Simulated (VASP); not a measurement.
# Al (P-1) in VASP: notebook

The runs below take Al through single point, with r2SCAN, PBE, PBEsol-based screened hybrid.

All numbers are computed with VASP 6.6.1; they aren't measurements. Logs are shortened: lines on timing, memory, paths and dates and some standing lists are left out, and cuts for length are marked.

## 1. The cell of the first run

The typed cell holds 1 atom: a = 2.839 Å, b = 2.840 Å, c = 2.869 Å, α = 60.19°, β = 62.21°, γ = 59.49°.

## 2. Single point, r2SCAN

POSCAR

```
Al
1.0
   -0.0204552100      1.9706540500      2.0438328400
    2.0026569100      0.0099662700      2.0134113600
    2.0592944800      1.9968701300     -0.0466712900
Al
1
Direct
    0.0000000000      0.0000000000      0.0000000000
```

INCAR.step1

```
PREC = Accurate
ENCUT = 520
ISMEAR = -1
SIGMA = 0.05
LREAL = False
LASPH = True
NELM = 100
NBANDS = 8
GGA = PE
ALGO = Normal
EDIFF = 1E-4
LWAVE = True
LCHARG = False
```

INCAR.step2

```
PREC = Accurate
ENCUT = 520
EDIFF = 1E-6
ISMEAR = -1
SIGMA = 0.05
LREAL = False
LASPH = True
NELM = 100
ALGO = Normal
ISIF = 2
LWAVE = False
LCHARG = False
METAGGA = R2SCAN
LMIXTAU = True
NBANDS = 8
ISTART = 1
```

KPOINTS

```
regular mesh
0
Gamma
  8 8 8
```

Potentials or basis: VASP PAW PBE potentials, release 64 (Al).

Command:

```console
$ cat potpaw_PBE.64/Al/POTCAR > POTCAR
$ cp INCAR.step1 INCAR
$ mpirun -np 1 vasp_std > vasp.out
$ cp INCAR.step2 INCAR
$ mpirun -np 1 vasp_std > vasp.out
```

OUTCAR:

```text
PREC = Accurate
   ENCUT = 520
   EDIFF = 1E-6
   ISMEAR = -1
   LREAL = False
   LASPH = True
   NELM = 100
   ISIF = 2
   METAGGA = R2SCAN
   ISTART = 1

 ion  position               nearest neighbor table
   1  0.000  0.000  0.000-

  LATTYP: Found a triclinic cell.
 ALAT       =     4.8932994550
 B/A-ratio  =     0.9921520640
 C/A-ratio  =     1.5454074236
 COS(alpha) =     0.0035236391
 COS(beta)  =     0.5577824530
 COS(gamma) =     0.8268074114

  Lattice vectors:

 A1 = (  -4.0257690300,   1.9507215100,  -1.9829898800)
 A2 = (  -1.9664745500,   3.9475916400,  -2.0296611700)
 A3 = (  -6.1212458700,  -4.0037065300,  -1.9200687800)

Analysis of symmetry for initial positions (statically):
=====================================================================
 Subroutine PRICEL returns:
 Original cell was already a primitive cell.

 Routine SETGRP: Setting up the symmetry group for a
 triclinic supercell.

 Subroutine GETGRP returns: Found  2 space group operations
 (whereof  2 operations were pure point group operations)
 out of a pool of  2 trial point group operations.

The static configuration has the point symmetry S_2 .

Analysis of symmetry for dynamics (positions and initial velocities):
=====================================================================
 Subroutine PRICEL returns:
 Original cell was already a primitive cell.

 Routine SETGRP: Setting up the symmetry group for a
 triclinic supercell.

 Subroutine GETGRP returns: Found  2 space group operations
 (whereof  2 operations were pure point group operations)
 out of a pool of  2 trial point group operations.

The dynamic configuration has the point symmetry S_2 .

 Subroutine INISYM returns: Found  2 space group operations
 (whereof  2 operations are pure point group operations),
 and found     1 'primitive' translations

----------------------------------------------------------------------------------------

                                     Primitive cell

  volume of cell :      16.5686

  direct lattice vectors                    reciprocal lattice vectors
    -0.020455210  1.970654050  2.043832840    -0.242686930  0.255885821  0.240124020
     2.002656910  0.009966270  2.013411360     0.251876327 -0.253968071  0.247395668
     2.059294480  1.996870130 -0.046671290     0.238243693  0.249524832 -0.238206270

  length of vectors
     2.839216173  2.839816778  2.868860798     0.426654479  0.434909280  0.419243278

[... 80 lines left out ...]
   EDIFFG = 0.1E-04   stopping-criterion for IOM
   NSW    =      0    number of steps for IOM
   IBRION =     -1    ionic relax: 0-MD 1-quasi-New 2-CG
   NFREE  =      0    steps in history (QN), initial steepest desc. (CG)
   ISIF   =      2    stress and relaxation
   ISYM   =      2    0-nonsym 1-usesym 2-fastsym
   POTIM  = 0.5000    time-step for ionic-motion
   TEBEG  =    0.0;   TEEND  =   0.0 temperature during run
   PSTRESS=    0.0 pullay stress
   NELECT =       3.0000    total number of electrons
   NUPDOWN=      -1.0000    fix difference up-down
   EMIN   =  10.00;   EMAX   =-10.00  energy-range for DOS
   EFERMI =   0.00;   METHOD = LEGACY
   ISMEAR =    -1;   SIGMA  =   0.05  broadening in eV -4-tet -1-fermi 0-gaus
   EFERMI_NEDOS =   21; number of points for ismear=-14 and -15
   IALGO  =     38    algorithm
   IMIX   =      4    mixing-type and parameters
     AMIX     =   0.40;   BMIX     =  1.00
     AMIX_MAG =   1.60;   BMIX_MAG =  1.00
  volume/ion in A,a.u.               =      16.57       111.81
  Fermi-wavevector in a.u.,A,eV,Ry     =   0.926161  1.750191 11.670728  0.857774
  Thomas-Fermi vector in A             =   2.052094
   LORBIT       =      0    0 simple, 1 ext, 2 COOP (PROOUT), +10 PAW based schemes
   METAGGA = R2SCAN    functional components
   LHFCALC =     F    Hartree Fock is set to
   AEXX    =    0.0000 exact exchange contribution
   IVDW    =     0    specifies the selected vdW correction
   LEPSILON=     F    determine dielectric tensor
   LRPA    =     F    only Hartree local field effects (RPA)
 non-spin polarized calculation
  energy-cutoff  :      520.00
  volume of cell :       16.57
 maximum number of plane-waves:       460
 NGX is ok and might be reduce to    24
   NGX = 11   NGY = 11   NGZ = 11

 number of electron       3.0000000 magnetization

 Free energy of the ion-electron system (eV)
  ---------------------------------------------------
  ext. energy  EPLUGINS =         0.00000000
  ---------------------------------------------------
  free energy    TOTEN  =        -6.72039056 eV

  energy without entropy =       -6.71792729  energy(sigma->0) =       -6.71915893

 E-fermi :   7.8897     XC(G=0): -10.8878

 val. band max:        7.7833702951   @ k =  -0.3750  -0.1250   0.2500
 cond. band min:       7.9007056408   @ k =  -0.2500   0.5000   0.2500
 fundamental gap:      0.1173353457
 Fermi energy:         7.8897061092

 k-point     1 :       0.0000    0.0000    0.0000
  band No.  band energies     occupation
      1      -3.8342      2.00000
      2      20.4630      0.00000
      3      21.5353      0.00000
      4      21.8444      0.00000
      5      22.2303      0.00000
      6      23.1377      0.00000
      7      23.8576      0.00000
      8      25.5891      0.00000
[... 243 lines left out ...]
 k-point    24 :       0.2500    0.3750    0.0000
  band No.  band energies     occupation
      1       0.1187      2.00000
      2      11.9018      0.00000
      3      13.3820      0.00000
      4      15.1699      0.00000
      5      16.9888      0.00000
      6      21.6906      0.00000
      7      29.1365      0.00000
      8      31.6691      0.00000

 [... further k-points ...]

------------------------ aborting loop because EDIFF is reached ----------------------------------------

  FORCE on cell =-STRESS in cart. coord.  units (eV):
  Direction    XX          YY          ZZ          XY          YZ          ZX
  --------------------------------------------------------------------------------------
  -------------------------------------------------------------------------------------
  Total       -0.3949475     -0.1116130     -0.5070933     -0.1015570     -0.0267733      0.0243991
  in kB      -38.1912377    -10.7929230    -49.0356863     -9.8205180     -2.5889681      2.3593861
  external PRESSURE =     -32.6732824 kB  Pullay stress =       0.0000000 kB

 VOLUME and BASIS-vectors are now :
 -----------------------------------------------------------------------------
  energy-cutoff  :      520.00
  volume of cell :       16.57
      direct lattice vectors                 reciprocal lattice vectors
    -0.020455210  1.970654050  2.043832840    -0.242686930  0.255885821  0.240124020
     2.002656910  0.009966270  2.013411360     0.251876327 -0.253968071  0.247395668
     2.059294480  1.996870130 -0.046671290     0.238243693  0.249524832 -0.238206270

 POSITION                                       TOTAL-FORCE (eV/Angst)
 -----------------------------------------------------------------------------------
      0.00000      0.00000      0.00000         0.000000     -0.000000      0.000000
 -----------------------------------------------------------------------------------
    total drift:                                0.000000     -0.000000     -0.000000

  FREE ENERGIE OF THE ION-ELECTRON SYSTEM (eV)
  ---------------------------------------------------
  free  energy   TOTEN  =        -6.7203905646 eV

  energy  without entropy=       -6.7179272923  energy(sigma->0) =       -6.71915893
```

Run time: 45 s. Hardware: 1 thread of Intel Xeon 6975P-C (Granite Rapids), shared host; peak memory 0.15 GiB.

What came out:

```
Free energy : -6.7204 eV
Pressure    : -3.3 GPa
```

Caveat: the PAW data sets were made with another functional, which shifts forces and pressure a little.

## 3. Single point, r2SCAN

POSCAR is that of step 2.

INCAR.step1

```
SYSTEM = Al
ALGO = Normal
EDIFF = 1E-4
ENCUT = 520
GGA = PE
ISMEAR = -1
LASPH = .True.
LCHARG = .False.
LREAL = .False.
LWAVE = .True.
NBANDS = 8
NELM = 80
PREC = Accurate
SIGMA = 0.05
```

INCAR.step2

```
SYSTEM = Al
ALGO = Normal
EDIFF = 1E-7
ENCUT = 520
ISIF = 2
ISMEAR = -1
ISTART = 1
LASPH = .True.
LCHARG = .False.
LMIXTAU = .True.
LREAL = .False.
LWAVE = .False.
METAGGA = R2SCAN
NBANDS = 8
NELM = 80
PREC = Accurate
SIGMA = 0.05
```

KPOINTS

```
k-points
0
Gamma
  10 10 10
  0 0 0
```

Potentials or basis: VASP PAW PBE potentials, release 64 (Al).

Command:

```console
$ cat potpaw_PBE.64/Al/POTCAR > POTCAR
$ cp INCAR.step1 INCAR
$ mpirun -np 1 vasp_std > vasp.out
$ cp INCAR.step2 INCAR
$ mpirun -np 1 vasp_std > vasp.out
```

Wall time 98 s (1 thread of Intel Xeon 6975P-C (Granite Rapids), shared host); peak memory 0.17 GiB.

Results (log left out):

* Free energy: -6.7170 eV
* Pressure: -3.6 GPa

Stress tensor (GPa, compression positive):
```
-3.21 -1.20  0.23
-1.20 -4.79  0.47
 0.23  0.47 -2.71
```

Levels at points of the mesh, in eV from the Fermi level:
```csv
k point,band 1,band 2,band 3,band 4
"(0.00, 0.00, 0.00)",-11.89,12.41,13.48,13.79
"(0.50, 0.00, 0.00)",-5.09,-4.67,12.00,12.08
"(0.00, 0.50, 0.00)",-4.92,-4.30,11.03,11.23
"(0.50, 0.50, 0.00)",-3.44,-2.01,5.55,5.83
"(0.00, 0.00, 0.50)",-5.24,-5.01,12.12,12.40
"(0.50, 0.00, 0.50)",-2.87,-1.25,4.78,5.02
"(0.00, 0.50, 0.50)",-3.36,-1.90,5.51,5.90
"(0.50, 0.50, 0.50)",-4.98,-4.43,11.02,11.30
```

Caveat: the PAW data sets were made with another functional, which shifts forces and pressure a little.

## 4. Single point, PBE

INCAR

```
  ALGO = Normal
  EDIFF = 1E-6
  ENCUT = 520
  GGA = PE
  ISIF = 2
  ISMEAR = -1
  LASPH = T
  LCHARG = F
  LREAL = F
  LWAVE = F
  NBANDS = 8
  NELM = 60
  PREC = Accurate
  SIGMA = 0.05
```

KPOINTS

```
k-points
0
Gamma
  11 11 11
```

POSCAR is that of step 3.

Command:

```console
$ cat potpaw_PBE.64/Al/POTCAR > POTCAR
$ mpirun -np 1 vasp_std > vasp.out
```

Run time: 28 s. Hardware: 1 thread of Intel Xeon Platinum 8488C (Sapphire Rapids), shared host; peak memory 0.19 GiB.

The run converged. Its results:

```
Free energy : -3.7508 eV
Pressure    : -0.1 GPa
```

Stress tensor (GPa, compression positive):
```
-0.19 -1.25  1.29
-1.25  0.41  0.69
 1.29  0.69 -0.65
```

Levels at points of the mesh, in eV from the Fermi level:
| k point | band 1 | band 2 | band 3 | band 4 |
| --- | --- | --- | --- | --- |
| (0.00, 0.00, 0.00) | -11.17 | 11.77 | 12.78 | 13.07 |

## 5. Single point, PBE

INCAR

```
SYSTEM = Al
PREC = Accurate
ENCUT = 520
EDIFF = 1E-7
ISMEAR = -1
SIGMA = 0.05
LREAL = .False.
LASPH = .True.
NELM = 100
ALGO = Fast
ISIF = 2
LWAVE = .False.
LCHARG = .True.
GGA = PE
LELF = .True.
LVHAR = .True.
NBANDS = 8
```

KPOINTS

```
regular mesh
0
Gamma
  11 11 11
  0 0 0
```

POSCAR is that of step 4.

Command:

```console
$ cat potpaw_PBE.64/Al/POTCAR > POTCAR
$ mpirun -np 1 vasp_std > vasp.out
```

Wall time 3.7 min (1 thread of AMD EPYC 7R13, shared host); peak memory 0.16 GiB.

Results (log left out):

```
Free energy : -3.7508 eV
Pressure    : -0.1 GPa
```

Stress tensor (GPa, compression positive):
```
-0.19 -1.25  1.29
-1.25  0.41  0.69
 1.29  0.69 -0.65
```

Levels at points of the mesh, in eV from the Fermi level:
```csv
k point,band 1,band 2,band 3,band 4
"(0.00, 0.00, 0.00)",-11.17,11.77,12.78,13.07
```

(Continued in part 2 of 2.)
